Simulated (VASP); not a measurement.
Set up this calculation in VASP 6.6.1, as the native input.

```yaml
Task: single point
Functional: RPBE
Potentials_or_basis: VASP PAW PBE potentials, release 64 (Sr_sv)
Cutoff: 520 eV
k_mesh: 10 × 10 × 10
Occupations: fermi-dirac, width 0.1 eV
Spin: no spin polarisation
Dipole_correction: no
Further_INCAR_settings: ALGO = Normal; EDIFF = 1e-06; NBANDS = 11
```

The structure of Sr lies in POSCAR:

```
Sr
1.0
   -2.5007261806      2.5007261806      2.5007261806
    2.5007261806     -2.5007261806      2.5007261806
    2.5007261806      2.5007261806     -2.5007261806
Sr
1
Direct
    0.0000000000      0.0000000000      0.0000000000
```

This cell differs from its parent crystal: volume scaled by 1.08.

These files were run (other wordings do the same):

INCAR

```
PREC = Accurate
ENCUT = 520
EDIFF = 1E-6
ISMEAR = -1
SIGMA = 0.1
LREAL = F
LASPH = T
NELM = 60
ALGO = Normal
ISIF = 2
LWAVE = F
LCHARG = F
GGA = RP
NBANDS = 11
```

KPOINTS

```
Automatic mesh
0
Gamma
  10 10 10
```

Potentials or basis: VASP PAW PBE potentials, release 64 (Sr_sv).

Launch:

```sh
$ cat potpaw_PBE.64/Sr_sv/POTCAR > POTCAR
$ mpirun -np 1 vasp_std > vasp.out
```

It gave:

- Pressure: -0.7 GPa
- Band gap on the k mesh: zero (band 5 reaches 1.48 eV, above the bottom of band 6 at 1.29 eV)

Caveat: the PAW data sets were made with another functional, which shifts forces and pressure a little.

Run time: 17 s on 1 thread of Intel(R) Xeon(R) Platinum 8488C (Sapphire Rapids), with other jobs on the host, peak memory 0.18 GiB.
